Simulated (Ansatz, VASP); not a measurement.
## Zn2GeN2: VASP beside Ansatz

Contents of INCAR:

```
  PREC = Accurate
  ENCUT = 600
  EDIFF = 1E-6
  ISMEAR = 0
  SIGMA = 0.1
  LREAL = F
  LASPH = T
  NELM = 60
  ALGO = Normal
  ISIF = 3
  LWAVE = F
  LCHARG = F
  GGA = PE
  IBRION = 2
  NSW = 90
  EDIFFG = -0.04
```

Contents of KPOINTS:

```
regular mesh
0
Gamma
  6 6 6
```

File POSCAR:

```
Zn2GeN2
1.0
   -1.9119272000      1.9119272000      4.5757692500
    1.9119272000     -1.9119272000      4.5757692500
    1.9119272000      1.9119272000     -4.5757692500
Zn Ge N
2 1 2
Direct
    0.3700000000      0.3700000000      0.0000000000
    0.6300000000      0.6300000000      0.0000000000
    0.0000000000      0.0000000000      0.0000000000
    0.7500000000      0.2500000000      0.5000000000
    0.2500000000      0.7500000000      0.5000000000
```

Input for Ansatz:

```yaml
crystal:
  lattice:
    - [-1.9119272, 1.9119272, 4.57576925]
    - [1.9119272, -1.9119272, 4.57576925]
    - [1.9119272, 1.9119272, -4.57576925]
  atoms:
    - { symbol: Zn, position: [0.37, 0.37, 0.0] }
    - { symbol: Zn, position: [0.63, 0.63, 0.0] }
    - { symbol: Ge, position: [0.0, 0.0, 0.0] }
    - { symbol: "N", position: [0.75, 0.25, 0.5] }
    - { symbol: "N", position: [0.25, 0.75, 0.5] }
basis:
  ecutwfc: 420
kpoints:
  mp_grid: { grid: [6, 6, 6] }
hamiltonian:
  xc: pbe
scf:
  occupations: { method: gaussian, width: 0.1 }
  lower_state_search: "off"
output:
  forces: true
  stress: true
  eigenvalues: true
relax:
  adjacent_minimum: "off"
  f_tol: 0.04
  max_steps: 70
  cell: { stress_tol: 0.4 }
```

Change from the starting cell: species swapped into the TmSi2Pt2 type (I4/mmm, No. 139).

Alike in both runs: task relaxation of cell and atoms; functional PBE; k mesh 6 × 6 × 6; occupations gaussian, width 0.1 eV; no spin polarisation.

|  | VASP | Ansatz |
| --- | --- | --- |
| version | VASP 6.6.1 | Ansatz 0.2.0 |
| potentials or method | VASP PAW PBE potentials, release 64 (Zn, Ge_d, N), cutoff 600 eV | scalar-relativistic, plane waves, PAW |
| valence electrons in the cell | 48 | 48 |

VASP gave:

* gap on the k mesh at the Fermi level, each at its own relaxed structure (eV): none
* relaxed volume (Å³/atom): 13.04
* relaxed length of the cell vector where the two differ most in proportion (Å): 4.970

Task: What did Ansatz give for the same quantities?

Result: gap on the k mesh at the Fermi level, each at its own relaxed structure (eV): none; relaxed volume (Å³/atom): 12.99; relaxed length of the cell vector where the two differ most in proportion (Å): 4.972.

A gap of «none» marks a metal or a gap that the smearing closes.

The k mesh is coarse, so the values compare programs but aren't converged.
